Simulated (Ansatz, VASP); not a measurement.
CdS in VASP and in Ansatz

File INCAR:

```
PREC = Accurate
ENCUT = 600
EDIFF = 1E-7
ISMEAR = 0
SIGMA = 0.01
LREAL = False
LASPH = True
NELM = 60
ALGO = Normal
ISIF = 3
LWAVE = False
LCHARG = False
GGA = PE
IBRION = 2
NSW = 100
EDIFFG = -0.01
```

The input KPOINTS:

```
Automatic mesh
0
Gamma
  12 12 12
```

The input POSCAR:

```
CdS
1.0
    0.0000000000      2.7532439200      2.7532439200
    2.7532439200      0.0000000000      2.7532439200
    2.7532439200      2.7532439200      0.0000000000
Cd S
1 1
Direct
    0.0000000000      0.0000000000      0.0000000000
    0.5000000000      0.5000000000      0.5000000000
```

Input for Ansatz:

```yaml
crystal:
  lattice:
    - [0.0, 2.75324392, 2.75324392]
    - [2.75324392, 0.0, 2.75324392]
    - [2.75324392, 2.75324392, 0.0]
  atoms:
    - { symbol: Cd, position: [0.0, 0.0, 0.0] }
    - { symbol: S, position: [0.5, 0.5, 0.5] }
basis:
  ecutwfc: 420
kpoints:
  mp_grid: { grid: [12, 12, 12] }
hamiltonian:
  xc: pbe
scf:
  occupations: { method: gaussian, width: 0.01 }
output:
  forces: true
  stress: true
  eigenvalues: true
relax:
  adjacent_minimum: "off"
  f_tol: 0.01
  max_steps: 80
  cell: { stress_tol: 0.05 }
```

Alike in both runs: task relaxation of cell and atoms; functional PBE; k mesh 12 × 12 × 12; occupations gaussian, width 0.01 eV; no spin polarisation.

|  | VASP | Ansatz |
| --- | --- | --- |
| version | VASP 6.6.1 | Ansatz 0.2.0 |
| potentials or method | VASP PAW PBE potentials, release 64 (Cd, S), cutoff 600 eV | scalar-relativistic, plane waves, PAW |
| valence electrons in the cell | 18 | 26 |

VASP gave:

* gap on the k mesh at the Fermi level, each at its own relaxed structure (eV): 0.25
* relaxed volume (Å³/atom): 20.83
* relaxed cell length with the largest relative difference (Å): 3.891

Question: Estimate Ansatz's values.

Answer: gap on the k mesh at the Fermi level, each at its own relaxed structure (eV): 0.26; relaxed volume (Å³/atom): 20.74; relaxed cell length with the largest relative difference (Å): 3.886.

VASP's potentials hold 18 valence electrons a cell and Ansatz's 26, so a difference there can come from the potentials and not from the codes.
